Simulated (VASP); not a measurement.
# Sr (Fd-3m) in VASP: notebook

Runs on Sr. Level: PBEsol. Tasks: single point.

All numbers are computed with VASP 6.6.1; they aren't measurements. Logs are shortened: lines on timing, memory, paths and dates and some standing lists are left out, and cuts for length are marked.

## (1) The cell of the first run

The structure is cubic, space group Fd-3m (No. 227). Conventional cell: a = 5.951 Å, b = 5.951 Å, c = 5.951 Å, α = 90.00°, β = 90.00°, γ = 90.00°. Within 3.4 Å of Sr (site symmetry -43m) lie 4 Sr at 2.58 Å.

This isn't the form of Sr at room conditions, which is fcc.

## (2) Single point, PBEsol

Input file INCAR:

```
SYSTEM = Sr
ALGO = Normal
EDIFF = 1E-6
ENCUT = 520
GGA = PS
ISIF = 2
ISMEAR = 1
LASPH = .TRUE.
LCHARG = .FALSE.
LREAL = .FALSE.
LWAVE = .FALSE.
NBANDS = 17
NELM = 100
PREC = Accurate
SIGMA = 0.05
```

Input file KPOINTS:

```
k-points
0
G
  4 4 4
  0 0 0
```

Input file POSCAR:

```
Sr
1.0
    0.0000000000      2.9756768768      2.9756768768
    2.9756768768      0.0000000000      2.9756768768
    2.9756768768      2.9756768768      0.0000000000
Sr
2
Direct
    0.0000000000      0.0000000000      0.0000000000
    0.2500000000      0.2500000000      0.2500000000
```

Potentials or basis: VASP PAW PBE potentials, release 64 (Sr_sv).

The run is started by

```
cat potpaw_PBE.64/Sr_sv/POTCAR > POTCAR
mpirun -np 1 vasp_std > vasp.out
```

OUTCAR:

```text
SYSTEM = Sr
   EDIFF = 1E-6
   ENCUT = 520
   GGA = PS
   ISIF = 2
   ISMEAR = 1
   LASPH = .TRUE.
   LREAL = .FALSE.
   NELM = 100
   PREC = Accurate

 ion  position               nearest neighbor table
   1  0.000  0.000  0.000-   2 2.58   2 2.58   2 2.58   2 2.58   2 4.93   2 4.93   2 4.93   2 4.93
                             2 4.93   2 4.93   2 4.93   2 4.93   2 4.93   2 4.93   2 4.93   2 4.93
   2  0.250  0.250  0.250-   1 2.58   1 2.58   1 2.58   1 2.58   1 4.93   1 4.93   1 4.93   1 4.93
                             1 4.93   1 4.93   1 4.93   1 4.93   1 4.93   1 4.93   1 4.93   1 4.93

  LATTYP: Found a face centered cubic cell.
 ALAT       =     5.9513537536

  Lattice vectors:

 A1 = (   0.0000000000,   2.9756768768,   2.9756768768)
 A2 = (   2.9756768768,   0.0000000000,   2.9756768768)
 A3 = (   2.9756768768,   2.9756768768,   0.0000000000)

Analysis of symmetry for initial positions (statically):
=====================================================================
 Subroutine PRICEL returns:
 Original cell was already a primitive cell.

 Routine SETGRP: Setting up the symmetry group for a
 face centered cubic supercell.

 Subroutine GETGRP returns: Found 48 space group operations
 (whereof 24 operations were pure point group operations)
 out of a pool of 48 trial point group operations.

The static configuration has the point symmetry T_d .
 The point group associated with its full space group is O_h .

Analysis of symmetry for dynamics (positions and initial velocities):
=====================================================================
 Subroutine PRICEL returns:
 Original cell was already a primitive cell.

 Routine SETGRP: Setting up the symmetry group for a
 face centered cubic supercell.

 Subroutine GETGRP returns: Found 48 space group operations
 (whereof 24 operations were pure point group operations)
 out of a pool of 48 trial point group operations.

The dynamic configuration has the point symmetry T_d .
 The point group associated with its full space group is O_h .

 Subroutine INISYM returns: Found 48 space group operations
 (whereof 24 operations are pure point group operations),
 and found     1 'primitive' translations

----------------------------------------------------------------------------------------

                                     Primitive cell

  volume of cell :      52.6972

  direct lattice vectors                    reciprocal lattice vectors
     0.000000000  2.975676877  2.975676877    -0.168028997  0.168028997  0.168028997
     2.975676877  0.000000000  2.975676877     0.168028997 -0.168028997  0.168028997
     2.975676877  2.975676877  0.000000000     0.168028997  0.168028997 -0.168028997

  length of vectors
     4.208242596  4.208242596  4.208242596     0.291034759  0.291034759  0.291034759

  position of ions in fractional coordinates (direct lattice)
     0.000000000  0.000000000  0.000000000
     0.250000000  0.250000000  0.250000000

  ion indices of the primitive-cell ions
   primitive index   ion index
                 1           1
                 2           2

----------------------------------------------------------------------------------------

 KPOINTS: k-points

Automatic generation of k-mesh.
 Grid dimensions read from file:
 generate k-points for:    4    4    4

 Generating k-lattice:

  Cartesian coordinates                     Fractional coordinates (reciprocal lattice)
    -0.042007249  0.042007249  0.042007249     0.250000000  0.000000000  0.000000000
     0.042007249 -0.042007249  0.042007249     0.000000000  0.250000000  0.000000000
     0.042007249  0.042007249 -0.042007249     0.000000000  0.000000000  0.250000000

  Length of vectors
     0.072758690  0.072758690  0.072758690

  Shift w.r.t. Gamma in fractional coordinates (k-lattice)
     0.000000000  0.000000000  0.000000000

 Subroutine IBZKPT returns following result:
 ===========================================

 Found      8 irreducible k-points:

 Following reciprocal coordinates:
            Coordinates               Weight
  0.000000  0.000000  0.000000      1.000000
  0.250000  0.000000  0.000000      8.000000
  0.500000  0.000000  0.000000      4.000000
  0.250000  0.250000  0.000000      6.000000
  0.500000  0.250000  0.000000     24.000000
 -0.250000  0.250000  0.000000     12.000000
  0.500000  0.500000  0.000000      3.000000
 -0.250000  0.500000  0.250000      6.000000
   k-points           NKPTS =      8   k-points in BZ     NKDIM =      8   number of bands    NBANDS=     17
   number of dos      NEDOS =    301   number of ions     NIONS =      2
   total plane-waves  NPLWV =  32768
   dimension x,y,z NGX =    32 NGY =   32 NGZ =   32
   dimension x,y,z NGXF=    64 NGYF=   64 NGZF=   64
   ions per type =               2
   NGX,Y,Z   is equivalent  to a cutoff of  12.64, 12.64, 12.64 a.u.
   NGXF,Y,Z  is equivalent  to a cutoff of  25.28, 25.28, 25.28 a.u.
 SYSTEM =  Sr
   PREC   = accura    normal or accurate (medium, high low for compatibility)
   ISTART =      0    job   : 0-new  1-cont  2-samecut
   ICHARG =      2    charge: 1-file 2-atom 10-const
   ISPIN  =      1    spin polarized calculation?
   LNONCOLLINEAR =      F non collinear calculations
   LSORBIT =      F    spin-orbit coupling
   LASPH  =      T    aspherical Exc in radial PAW
   ENCUT  =  520.0 eV  38.22 Ry    6.18 a.u.   7.82  7.82  7.82*2*pi/ulx,y,z
   NELM   =    100;   NELMIN=  2; NELMDL= -5     # of ELM steps
   EDIFF  = 0.1E-05   stopping-criterion for ELM
   LREAL  =      F    real-space projection
   EDIFFG = 0.1E-04   stopping-criterion for IOM
   NSW    =      0    number of steps for IOM
   IBRION =     -1    ionic relax: 0-MD 1-quasi-New 2-CG
   NFREE  =      0    steps in history (QN), initial steepest desc. (CG)
   ISIF   =      2    stress and relaxation
   ISYM   =      2    0-nonsym 1-usesym 2-fastsym
   POTIM  = 0.5000    time-step for ionic-motion
   TEBEG  =    0.0;   TEEND  =   0.0 temperature during run
   PSTRESS=    0.0 pullay stress
   NELECT =      20.0000    total number of electrons
   NUPDOWN=      -1.0000    fix difference up-down
   EMIN   =  10.00;   EMAX   =-10.00  energy-range for DOS
   EFERMI =   0.00;   METHOD = LEGACY
   ISMEAR =     1;   SIGMA  =   0.05  broadening in eV -4-tet -1-fermi 0-gaus
   EFERMI_NEDOS =   21; number of points for ismear=-14 and -15
   IALGO  =     38    algorithm
   IMIX   =      4    mixing-type and parameters
     AMIX     =   0.40;   BMIX     =  1.00
     AMIX_MAG =   1.60;   BMIX_MAG =  1.00
  volume/ion in A,a.u.               =      26.35       177.81
  Fermi-wavevector in a.u.,A,eV,Ry     =   1.185284  2.239862 19.114797  1.404898
  Thomas-Fermi vector in A             =   2.321481
   LORBIT       =      0    0 simple, 1 ext, 2 COOP (PROOUT), +10 PAW based schemes
   GGA     = PS    functional components
   LHFCALC =     F    Hartree Fock is set to
   AEXX    =    0.0000 exact exchange contribution
   IVDW    =     0    specifies the selected vdW correction
   LEPSILON=     F    determine dielectric tensor
   LRPA    =     F    only Hartree local field effects (RPA)
 non-spin polarized calculation
 Methfessel and Paxton  Order N= 1 SIGMA  =   0.05
  energy-cutoff  :      520.00
  volume of cell :       52.70
 maximum number of plane-waves:      1428
   NGX = 15   NGY = 15   NGZ = 15

 number of electron      20.0000001 magnetization

 Free energy of the ion-electron system (eV)
  ---------------------------------------------------
  ext. energy  EPLUGINS =         0.00000000
  ---------------------------------------------------
  free energy    TOTEN  =         1.05927660 eV

  energy without entropy =        1.05943596  energy(sigma->0) =        1.05932972

 E-fermi :   4.0971     XC(G=0): -10.0192

 val. band max:        4.0572327036   @ k =  -0.2500   0.2500   0.0000
 cond. band min:       4.1282287620   @ k =   0.2500   0.0000   0.0000
 fundamental gap:      0.0709960584
 Fermi energy:         4.0971293218

 k-point     1 :       0.0000    0.0000    0.0000
  band No.  band energies     occupation
      1     -32.9801      2.00000
      2     -30.8526      2.00000
      3     -15.3851      2.00000
      4     -15.3851      2.00000
      5     -15.3851      2.00000
      6     -13.0360      2.00000
[... 9 lines left out ...]
     16       9.3867      0.00000
     17       9.3867      0.00000

 k-point     2 :       0.2500    0.0000    0.0000
  band No.  band energies     occupation
      1     -32.7824      2.00000
      2     -31.1087      2.00000
      3     -15.5731      2.00000
      4     -15.5731      2.00000
      5     -15.4492      2.00000
      6     -12.8689      2.00000
[... 9 lines left out ...]
     16       9.3616      0.00000
     17       9.3616      0.00000

 k-point     3 :       0.5000    0.0000    0.0000
  band No.  band energies     occupation
      1     -32.4993      2.00000
      2     -31.4491      2.00000
      3     -15.7317      2.00000
      4     -15.7317      2.00000
      5     -15.5422      2.00000
      6     -12.6415      2.00000
[... 9 lines left out ...]
     16      11.3889      0.00000
     17      11.4225      0.00000

 k-point     4 :       0.2500    0.2500    0.0000
  band No.  band energies     occupation
      1     -32.7027      2.00000
      2     -31.2074      2.00000
      3     -15.7867      2.00000
      4     -15.7867      2.00000
      5     -14.9863      2.00000
      6     -13.4061      2.00000
[... 9 lines left out ...]
     16       9.0557      0.00000
     17       9.0557      0.00000

 k-point     5 :       0.5000    0.2500    0.0000
  band No.  band energies     occupation
      1     -32.3548      2.00000
      2     -31.6119      2.00000
      3     -16.1050      2.00000
      4     -15.9227      2.00000
      5     -14.7508      2.00000
      6     -13.4775      2.00000
[... 9 lines left out ...]
     16       9.2233      0.00000
     17      10.0808      0.00000

 k-point     6 :      -0.2500    0.2500    0.0000
  band No.  band energies     occupation
      1     -32.5005      2.00000
      2     -31.4475      2.00000
      3     -16.0803      2.00000
      4     -15.7345      2.00000
      5     -15.0027      2.00000
      6     -13.1899      2.00000
[... 9 lines left out ...]
     16       8.8157      0.00000
     17       9.1682      0.00000

 k-point     7 :       0.5000    0.5000    0.0000
  band No.  band energies     occupation
      1     -31.9926      2.00000
      2     -31.9926      2.00000
      3     -16.0894      2.00000
      4     -16.0894      2.00000
      5     -14.1702      2.00000
      6     -14.1702      2.00000
[... 9 lines left out ...]
     16       8.2003      0.00000
     17      11.4896      0.00000

 k-point     8 :      -0.2500    0.5000    0.2500
  band No.  band energies     occupation
      1     -31.9925      2.00000
      2     -31.9925      2.00000
      3     -16.1305      2.00000
      4     -16.1305      2.00000
      5     -14.0780      2.00000
      6     -14.0780      2.00000
[... 9 lines left out ...]
     16       8.4123      0.00000
     17      11.6198      0.00000

------------------------ aborting loop because EDIFF is reached ----------------------------------------

  FORCE on cell =-STRESS in cart. coord.  units (eV):
  Direction    XX          YY          ZZ          XY          YZ          ZX
  --------------------------------------------------------------------------------------
  -------------------------------------------------------------------------------------
  Total        6.9610760      6.9610760      6.9610760      0.0000000     -0.0000000      0.0000000
  in kB      211.6409249    211.6409249    211.6409249      0.0000000     -0.0000000      0.0000000
  external PRESSURE =     211.6409249 kB  Pullay stress =       0.0000000 kB

 VOLUME and BASIS-vectors are now :
 -----------------------------------------------------------------------------
  energy-cutoff  :      520.00
  volume of cell :       52.70
      direct lattice vectors                 reciprocal lattice vectors
     0.000000000  2.975676877  2.975676877    -0.168028997  0.168028997  0.168028997
     2.975676877  0.000000000  2.975676877     0.168028997 -0.168028997  0.168028997
     2.975676877  2.975676877  0.000000000     0.168028997  0.168028997 -0.168028997

 POSITION                                       TOTAL-FORCE (eV/Angst)
 -----------------------------------------------------------------------------------
      0.00000      0.00000      0.00000         0.000000     -0.000000      0.000000
      1.48784      1.48784      1.48784        -0.000000      0.000000     -0.000000
 -----------------------------------------------------------------------------------
    total drift:                               -0.000000      0.000000      0.000000

  FREE ENERGIE OF THE ION-ELECTRON SYSTEM (eV)
  ---------------------------------------------------
  free  energy   TOTEN  =         1.0592766038 eV

  energy  without entropy=        1.0594359579  energy(sigma->0) =        1.05932972
```

It took 9.5 s on 1 thread of Intel Xeon Platinum 8488C (Sapphire Rapids), shared host; peak memory 0.16 GiB.

Results:

| Property | Result |
| --- | --- |
| Free energy | 1.0593 eV |
| Pressure | 21.2 GPa |
| Band gap on the k mesh | zero (bands 10 and 11 overlap by 0.39 eV) |

Caveat: the k points lie up to 0.46 Å⁻¹ apart; the PAW data sets were made with another functional, which shifts forces and pressure a little.

## (3) Single point, PBEsol

This run uses another cell than the first one, of 30.76 Å³/atom.

Input file INCAR:

```
ALGO = Normal
EDIFF = 1E-6
ENCUT = 520
GGA = PS
ISIF = 2
ISMEAR = 1
LASPH = True
LCHARG = False
LREAL = False
LWAVE = False
NBANDS = 17
NELM = 80
PREC = Accurate
SIGMA = 0.05
```

Input file KPOINTS:

```
k-points
0
Gamma
  4 4 4
```

Input file POSCAR:

```
Sr
1.0
    0.0000000000      3.1331473395      3.1331473395
    3.1331473395      0.0000000000      3.1331473395
    3.1331473395      3.1331473395      0.0000000000
Sr
2
Direct
    0.0000000000      0.0000000000      0.0000000000
    0.2500000000      0.2500000000      0.2500000000
```

Potentials or basis: VASP PAW PBE potentials, release 64 (Sr_sv).

The run is started by

```
cat potpaw_PBE.64/Sr_sv/POTCAR > POTCAR
mpirun -np 1 vasp_std > vasp.out
```

It took 16 s on 1 thread of Intel Xeon Platinum 8488C (Sapphire Rapids), shared host; peak memory 0.19 GiB.

It converged, with:

```
Free energy            : 0.2183 eV
Pressure               : 10.6 GPa
Band gap on the k mesh : zero (bands 10 and 11 overlap by 0.45 eV)
```

Levels at points of the mesh, in eV from the Fermi level:
| k point | band 7 | band 8 | band 9 | band 10 | band 11 | band 12 | band 13 | band 14 |
| --- | --- | --- | --- | --- | --- | --- | --- | --- |
| (0.00, 0.00, 0.00) | -17.56 | -17.56 | -3.22 | 0.44 | 0.44 | 2.10 | 2.10 | 2.10 |
| (0.50, 0.00, 0.00) | -17.23 | -17.23 | -0.57 | -0.26 | 0.42 | 0.42 | 1.81 | 1.81 |
| (0.50, 0.50, 0.00) | -16.89 | -16.89 | -1.20 | -1.20 | 1.88 | 1.88 | 2.84 | 2.84 |

Caveat: the k points lie up to 0.43 Å⁻¹ apart; the PAW data sets were made with another functional, which shifts forces and pressure a little.
